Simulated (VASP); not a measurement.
LiH, 2 atoms in the cell. The structure is tetragonal, space group P4/mmm (No. 123). The conventional cell has a = 2.547 Å, b = 2.547 Å, c = 2.521 Å, α = 90.00°, β = 90.00°, γ = 90.00°. Li (site symmetry 4/mmm) has 8 H at 2.20 Å and 6 Li at 2.52 to 2.55 Å within 2.9 Å. Within 2.9 Å of H (site symmetry 4/mmm) lie 8 Li at 2.20 Å and 6 H at 2.52 to 2.55 Å.  This cell differs from its parent crystal: epitaxial xy strain +1.8%.

| Item | Value |
| --- | --- |
| Program | VASP 6.6.1 |
| Task | single point |
| Functional | r2SCAN |
| Potentials or basis | VASP PAW PBE potentials, release 64 (Li_sv, H) |
| Cutoff | 520 eV |
| k mesh | 10 × 10 × 10 |
| Occupations | gaussian, width 0.01 eV |
| Spin | no spin polarisation |
| Dipole correction | no |
| Further INCAR settings | ALGO = Normal; EDIFF = 1e-06; NBANDS = 9 |

Potentials or basis: VASP PAW PBE potentials, release 64 (Li_sv, H).

Run with:

```bash
$ cat potpaw_PBE.64/Li_sv/POTCAR potpaw_PBE.64/H/POTCAR > POTCAR
$ cp INCAR.step1 INCAR
$ mpirun -np 1 vasp_std > vasp.out
$ cp INCAR.step2 INCAR
$ mpirun -np 1 vasp_std > vasp.out
```

Hardware: 1 thread of Intel(R) Xeon(R) Platinum 8488C (Sapphire Rapids) (shared host).

Estimate the wall time of this run.

Wall time 30 s on 1 thread of Intel(R) Xeon(R) Platinum 8488C (Sapphire Rapids), on a shared host, peak memory 0.13 GiB. Counts: k points 126.
